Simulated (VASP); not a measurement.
# Ta2N in VASP: further runs

Ta2N is run at these levels: PBE; tasks: single point.

Everything below comes from runs of VASP 6.6.1. Logs are shortened: lines on timing, memory, paths and dates and some standing lists are left out, and cuts for length are marked.

## 1. The cell of the first run

The structure is trigonal, space group P-3m1 (No. 164). The conventional cell has a = 3.049 Å, b = 3.049 Å, c = 4.770 Å, α = 90.00°, β = 90.00°, γ = 120.00°. Within 2.8 Å of Ta (site symmetry 3m) lie 3 N at 2.14 Å. N (site symmetry -3m) has 6 Ta at 2.14 Å within 2.8 Å.

## 2. Single point, PBE

File INCAR:

```
PREC     = Accurate       # precision mode
ENCUT    = 520            # plane-wave cutoff, eV
EDIFF    = 1E-6           # SCF threshold, eV
ISMEAR   = 0              # smearing method
SIGMA    = 0.05           # smearing width, eV
LREAL    = False          # projectors in reciprocal space
LASPH    = True           # aspherical terms in the spheres
NELM     = 60             # most SCF steps
ALGO     = Normal         # electronic algorithm
ISIF     = 2              # what is computed and relaxed
LWAVE    = False          # write WAVECAR
LCHARG   = True           # write CHGCAR
GGA      = PE             # functional
LELF     = True           # ELF
LVHAR    = True         
NBANDS   = 20             # bands
```

File KPOINTS:

```
Automatic mesh
0
Gamma
  12 12 6
```

File POSCAR:

```
Ta2N
1.0
    3.0493158896      0.0000000000      0.0000000000
   -1.5246579448      2.6407850245      0.0000000000
    0.0000000000      0.0000000000      4.7704285953
Ta N
2 1
Direct
    0.6666666700      0.3333333300      0.7452890000
    0.3333333300      0.6666666700      0.2547110000
    0.0000000000      0.0000000000      0.0000000000
```

Potentials or basis: VASP PAW PBE potentials, release 64 (Ta_pv, N).

Command:

```bash
$ cat potpaw_PBE.64/Ta_pv/POTCAR potpaw_PBE.64/N/POTCAR > POTCAR
$ mpirun -np 1 vasp_std > vasp.out
```

OUTCAR:

```text
PREC = Accurate
   ENCUT = 520
   EDIFF = 1E-6
   ISMEAR = 0
   LREAL = False
   LASPH = True
   NELM = 60
   ISIF = 2
   GGA = PE

 ion  position               nearest neighbor table
   1  0.667  0.333  0.745-   3 2.14   3 2.14   3 2.14   2 2.93   2 2.93   2 2.93   2 3.00   2 3.00
                             2 3.00
   2  0.333  0.667  0.255-   3 2.14   3 2.14   3 2.14   1 2.93   1 2.93   1 2.93   1 3.00   1 3.00
                             1 3.00
   3  0.000  0.000  0.000-   1 2.14   2 2.14   2 2.14   1 2.14   1 2.14   2 2.14

  LATTYP: Found a hexagonal cell.
 ALAT       =     3.0493158896
 C/A-ratio  =     1.5644258476

  Lattice vectors:

 A1 = (   3.0493158896,   0.0000000000,   0.0000000000)
 A2 = (  -1.5246579448,   2.6407850245,   0.0000000000)
 A3 = (   0.0000000000,   0.0000000000,   4.7704285953)

Analysis of symmetry for initial positions (statically):
=====================================================================
 Subroutine PRICEL returns:
 Original cell was already a primitive cell.

 Routine SETGRP: Setting up the symmetry group for a
 hexagonal supercell.

 Subroutine GETGRP returns: Found 12 space group operations
 (whereof 12 operations were pure point group operations)
 out of a pool of 24 trial point group operations.

The static configuration has the point symmetry D_3d.

Analysis of symmetry for dynamics (positions and initial velocities):
=====================================================================
 Subroutine PRICEL returns:
 Original cell was already a primitive cell.

 Routine SETGRP: Setting up the symmetry group for a
 hexagonal supercell.

 Subroutine GETGRP returns: Found 12 space group operations
 (whereof 12 operations were pure point group operations)
 out of a pool of 24 trial point group operations.

The dynamic configuration has the point symmetry D_3d.

 Subroutine INISYM returns: Found 12 space group operations
 (whereof 12 operations are pure point group operations),
 and found     1 'primitive' translations

----------------------------------------------------------------------------------------

                                     Primitive cell

  volume of cell :      38.4143

  direct lattice vectors                    reciprocal lattice vectors
     3.049315890  0.000000000  0.000000000     0.327942409  0.189337638  0.000000000
    -1.524657945  2.640785024  0.000000000     0.000000000  0.378675277  0.000000000
     0.000000000  0.000000000  4.770428595     0.000000000  0.000000000  0.209624771

  length of vectors
     3.049315890  3.049315890  4.770428595     0.378675277  0.378675277  0.209624771

  position of ions in fractional coordinates (direct lattice)
     0.666666670  0.333333330  0.745289000
     0.333333330  0.666666670  0.254711000
     0.000000000  0.000000000  0.000000000

  ion indices of the primitive-cell ions
   primitive index   ion index
                 1           1
                 2           2
                 3           3

----------------------------------------------------------------------------------------

 KPOINTS: Automatic mesh

Automatic generation of k-mesh.
 Grid dimensions read from file:
 generate k-points for:   12   12    6

 Generating k-lattice:

  Cartesian coordinates                     Fractional coordinates (reciprocal lattice)
     0.027328534  0.015778137  0.000000000     0.083333333  0.000000000  0.000000000
     0.000000000  0.031556273  0.000000000     0.000000000  0.083333333  0.000000000
     0.000000000  0.000000000  0.034937462     0.000000000  0.000000000  0.166666667

  Length of vectors
     0.031556273  0.031556273  0.034937462

  Shift w.r.t. Gamma in fractional coordinates (k-lattice)
     0.000000000  0.000000000  0.000000000

 Subroutine IBZKPT returns following result:
 ===========================================

 Found    100 irreducible k-points:

 Following reciprocal coordinates:
            Coordinates               Weight
  0.000000  0.000000  0.000000      1.000000
  0.083333  0.000000  0.000000      6.000000
  0.166667  0.000000  0.000000      6.000000
  0.250000  0.000000  0.000000      6.000000
  0.333333  0.000000  0.000000      6.000000
  0.416667  0.000000  0.000000      6.000000
[... 16 lines left out ...]
  0.166667  0.000000  0.166667      6.000000
  0.000000  0.166667  0.166667      6.000000
 [... further k-points ...]
   k-points           NKPTS =    100   k-points in BZ     NKDIM =    100   number of bands    NBANDS=     20
   number of dos      NEDOS =    301   number of ions     NIONS =      3
   total plane-waves  NPLWV =  20736
   dimension x,y,z NGX =    24 NGY =   24 NGZ =   36
   dimension x,y,z NGXF=    48 NGYF=   48 NGZF=   72
   ions per type =               2   1
   NGX,Y,Z   is equivalent  to a cutoff of  13.08, 13.08, 12.55 a.u.
   NGXF,Y,Z  is equivalent  to a cutoff of  26.17, 26.17, 25.09 a.u.
 SYSTEM =  unknown system
   PREC   = accura    normal or accurate (medium, high low for compatibility)
   ISTART =      0    job   : 0-new  1-cont  2-samecut
   ICHARG =      2    charge: 1-file 2-atom 10-const
   ISPIN  =      1    spin polarized calculation?
   LNONCOLLINEAR =      F non collinear calculations
   LSORBIT =      F    spin-orbit coupling
   LASPH  =      T    aspherical Exc in radial PAW
   ENCUT  =  520.0 eV  38.22 Ry    6.18 a.u.   5.67  5.67  8.87*2*pi/ulx,y,z
   NELM   =     60;   NELMIN=  2; NELMDL= -5     # of ELM steps
   EDIFF  = 0.1E-05   stopping-criterion for ELM
   LREAL  =      F    real-space projection
   EDIFFG = 0.1E-04   stopping-criterion for IOM
   NSW    =      0    number of steps for IOM
   IBRION =     -1    ionic relax: 0-MD 1-quasi-New 2-CG
   NFREE  =      0    steps in history (QN), initial steepest desc. (CG)
   ISIF   =      2    stress and relaxation
   ISYM   =      2    0-nonsym 1-usesym 2-fastsym
   POTIM  = 0.5000    time-step for ionic-motion
   TEBEG  =    0.0;   TEEND  =   0.0 temperature during run
   PSTRESS=    0.0 pullay stress
   NELECT =      27.0000    total number of electrons
   NUPDOWN=      -1.0000    fix difference up-down
   EMIN   =  10.00;   EMAX   =-10.00  energy-range for DOS
   EFERMI =   0.00;   METHOD = LEGACY
   ISMEAR =     0;   SIGMA  =   0.05  broadening in eV -4-tet -1-fermi 0-gaus
   EFERMI_NEDOS =   21; number of points for ismear=-14 and -15
   IALGO  =     38    algorithm
   IMIX   =      4    mixing-type and parameters
     AMIX     =   0.40;   BMIX     =  1.00
     AMIX_MAG =   1.60;   BMIX_MAG =  1.00
  volume/ion in A,a.u.               =      12.80        86.41
  Fermi-wavevector in a.u.,A,eV,Ry     =   1.455566  2.750620 28.826274  2.118671
  Thomas-Fermi vector in A             =   2.572585
   LORBIT       =      0    0 simple, 1 ext, 2 COOP (PROOUT), +10 PAW based schemes
   GGA     = PE    functional components
   LHFCALC =     F    Hartree Fock is set to
   AEXX    =    0.0000 exact exchange contribution
   IVDW    =     0    specifies the selected vdW correction
   LEPSILON=     F    determine dielectric tensor
   LRPA    =     F    only Hartree local field effects (RPA)
 non-spin polarized calculation
 Gauss-broadening in eV      SIGMA  =   0.05
  energy-cutoff  :      520.00
  volume of cell :       38.41
 maximum number of plane-waves:      1085
 NGX is ok and might be reduce to    24
   NGX = 11   NGY = 11   NGZ = 17

 number of electron      27.0000002 magnetization

 Free energy of the ion-electron system (eV)
  ---------------------------------------------------
  ext. energy  EPLUGINS =         0.00000000
  ---------------------------------------------------
  free energy    TOTEN  =       -34.25056664 eV

  energy without entropy =      -34.24924672  energy(sigma->0) =      -34.24990668

 E-fermi :   8.0410     XC(G=0): -13.1763

 val. band max:        8.0303149611   @ k =   0.0833   0.0000   0.0000
 cond. band min:       8.0601983191   @ k =   0.0000   0.4167   0.3333
 fundamental gap:      0.0298833580
 Fermi energy:         8.0410397439

 k-point     1 :       0.0000    0.0000    0.0000
  band No.  band energies     occupation
      1     -27.6544      2.00000
      2     -26.7447      2.00000
      3     -26.7447      2.00000
      4     -26.5931      2.00000
      5     -26.5931      2.00000
      6     -26.4664      2.00000
[... 12 lines left out ...]
     19       9.3065      0.00000
     20      13.3975      0.00000

 k-point     2 :       0.0833    0.0000    0.0000
  band No.  band energies     occupation
      1     -27.6289      2.00000
      2     -26.7965      2.00000
      3     -26.7635      2.00000
      4     -26.6451      2.00000
      5     -26.5967      2.00000
      6     -26.4759      2.00000
[... 12 lines left out ...]
     19       9.8321      0.00000
     20      13.4667      0.00000

 k-point     3 :       0.1667    0.0000    0.0000
  band No.  band energies     occupation
      1     -27.5563      2.00000
      2     -26.9384      2.00000
      3     -26.8118      2.00000
      4     -26.7808      2.00000
      5     -26.6095      2.00000
      6     -26.5060      2.00000
[... 12 lines left out ...]
     19      11.2721      0.00000
     20      13.2608      0.00000

 k-point     4 :       0.2500    0.0000    0.0000
  band No.  band energies     occupation
      1     -27.4483      2.00000
      2     -27.1313      2.00000
      3     -26.9538      2.00000
      4     -26.8730      2.00000
      5     -26.6311      2.00000
      6     -26.5582      2.00000
[... 12 lines left out ...]
     19      12.5798      0.00000
     20      13.0916      0.00000

 k-point     5 :       0.3333    0.0000    0.0000
  band No.  band energies     occupation
      1     -27.3644      2.00000
      2     -27.2786      2.00000
      3     -27.1161      2.00000
      4     -26.9308      2.00000
      5     -26.6554      2.00000
      6     -26.6304      2.00000
[... 12 lines left out ...]
     19      12.6378      0.00000
     20      13.8974      0.00000
[... 353 lines left out ...]
      6     -26.5372      2.00000
[... 12 lines left out ...]
     19      10.1947      0.00000
     20      12.5940      0.00000

 k-point    22 :       0.0000    0.0833    0.1667
  band No.  band energies     occupation
      1     -27.5618      2.00000
      2     -26.7887      2.00000
      3     -26.7491      2.00000
      4     -26.6686      2.00000
      5     -26.6115      2.00000
      6     -26.5400      2.00000
[... 12 lines left out ...]
     19      10.4072      0.00000
     20      12.5246      0.00000

 k-point    23 :       0.1667    0.0000    0.1667
  band No.  band energies     occupation
      1     -27.5009      2.00000
      2     -26.9147      2.00000
      3     -26.8337      2.00000
      4     -26.8034      2.00000
      5     -26.6180      2.00000
      6     -26.5413      2.00000
[... 12 lines left out ...]
     19      11.0583      0.00000
     20      12.7190      0.00000

 k-point    24 :       0.0000    0.1667    0.1667
  band No.  band energies     occupation
      1     -27.5089      2.00000
      2     -26.9227      2.00000
      3     -26.8069      2.00000
      4     -26.7935      2.00000
      5     -26.6285      2.00000
      6     -26.5511      2.00000
[... 12 lines left out ...]
     19      11.7978      0.00000
     20      12.2675      0.00000

 [... further k-points ...]
[... 5 lines left out ...]
  --------------------------------------------------------------------------------------
  -------------------------------------------------------------------------------------
  Total        4.4526903      4.4526903      4.6016269      0.0000000      0.0000000      0.0000000
  in kB      185.7121019    185.7121019    191.9239247      0.0000000      0.0000000      0.0000000
  external PRESSURE =     187.7827095 kB  Pullay stress =       0.0000000 kB

 VOLUME and BASIS-vectors are now :
 -----------------------------------------------------------------------------
  energy-cutoff  :      520.00
  volume of cell :       38.41
      direct lattice vectors                 reciprocal lattice vectors
     3.049315890  0.000000000  0.000000000     0.327942409  0.189337638  0.000000000
    -1.524657945  2.640785024  0.000000000     0.000000000  0.378675277  0.000000000
     0.000000000  0.000000000  4.770428595     0.000000000  0.000000000  0.209624771

 POSITION                                       TOTAL-FORCE (eV/Angst)
 -----------------------------------------------------------------------------------
      1.52466      0.88026      3.55535        -0.000000      0.000000     -0.300613
     -0.00000      1.76052      1.21508         0.000000      0.000000      0.300613
      0.00000      0.00000      0.00000        -0.000000      0.000000      0.000000
 -----------------------------------------------------------------------------------
    total drift:                               -0.000000     -0.000000      0.000000

  FREE ENERGIE OF THE ION-ELECTRON SYSTEM (eV)
  ---------------------------------------------------
  free  energy   TOTEN  =       -34.2505666375 eV

  energy  without entropy=      -34.2492467163  energy(sigma->0) =      -34.24990668
```

It took 46 s on 1 thread of Intel Xeon Platinum 8259CL at 2.50GHz (Skylake/Cascade Lake), shared host; peak memory 0.21 GiB.

Results:

```
Free energy   : -34.2506 eV
Pressure      : 18.8 GPa
Largest force : 0.301 eV/Å
```

Forces in eV/Å, atoms in the order of the input:
```
Ta   0.000  0.000 -0.301
Ta   0.000  0.000  0.301
N    0.000  0.000  0.000
```

Caveat: spin-orbit coupling is left out, which moves the levels of the heavy elements.

(Continued in part 2 of 2.)
